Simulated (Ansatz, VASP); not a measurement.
**I in VASP and in Ansatz**

Contents of INCAR:

```
SYSTEM = I
PREC = Accurate
ENCUT = 520
EDIFF = 1E-7
ISMEAR = -1
SIGMA = 0.05
LREAL = .FALSE.
LASPH = .TRUE.
NELM = 80
ALGO = Normal
ISIF = 2
LWAVE = .FALSE.
LCHARG = .TRUE.
GGA = PE
LELF = .TRUE.
LVHAR = .TRUE.
NBANDS = 22
```

The input KPOINTS:

```
Automatic mesh
0
G
  3 3 2
  0 0 0
```

File POSCAR:

```
I
1.0
    4.4691335775     -2.3015586197      0.0000000000
    4.4691335775      2.3015586197      0.0000000000
    0.0000000000      0.0000000000      9.8759877929
I
4
Direct
    0.8427352896      0.1572647104      0.1220149726
    0.6572647104      0.3427352896      0.6220149726
    0.1572647104      0.8427352896      0.8779850274
    0.3427352896      0.6572647104      0.3779850274
```

Input for Ansatz:

```yaml
crystal:
  lattice:
    - [4.4691335775, -2.3015586197, 0.0]
    - [4.4691335775, 2.3015586197, 0.0]
    - [0.0, 0.0, 9.8759877929]
  atoms:
    - { symbol: I, position: [0.8427352896, 0.1572647104, 0.1220149726] }
    - { symbol: I, position: [0.6572647104, 0.3427352896, 0.6220149726] }
    - { symbol: I, position: [0.1572647104, 0.8427352896, 0.8779850274] }
    - { symbol: I, position: [0.3427352896, 0.6572647104, 0.3779850274] }
hamiltonian:
  xc: pbe
  pseudopotentials:
    kind: paw
    azcp:
      I: "pseudopotentials/I.paw.azcp"
basis:
  ecutwfc: 420
  fft_grid_basis: typed
kpoints:
  mp_grid: { grid: [3, 3, 2], shift: [0, 0, 0] }
magnetization:
  spin_polarized: false
scf:
  occupations: { method: fermi_dirac, width: 0.05 }
  lower_state_search: "off"
output:
  stress: true
```

Alike in both runs: task single point; functional PBE; k mesh 3 × 3 × 2; occupations fermi-dirac, width 0.05 eV; no spin polarisation.

|  | VASP | Ansatz |
| --- | --- | --- |
| version | VASP 6.6.1 | Ansatz 0.2.0 |
| potentials or method | VASP PAW PBE potentials, release 64 (I), cutoff 520 eV | plane waves (420 eV) with PAW, scalar-relativistic |
| valence electrons in the cell | 28 | 68 |

```csv
,VASP,Ansatz,Ansatz less VASP
pressure (GPa),-0.1,-0.1,+0.03
"traceless stress, the component that is largest in VASP (GPa)",0.19,0.16,-0.030
```

VASP's potentials hold 28 valence electrons a cell and Ansatz's 68, so a difference there can come from the potentials and not from the codes.

The k mesh is coarse, so the values compare programs but aren't converged. Neither program's run includes spin-orbit coupling.
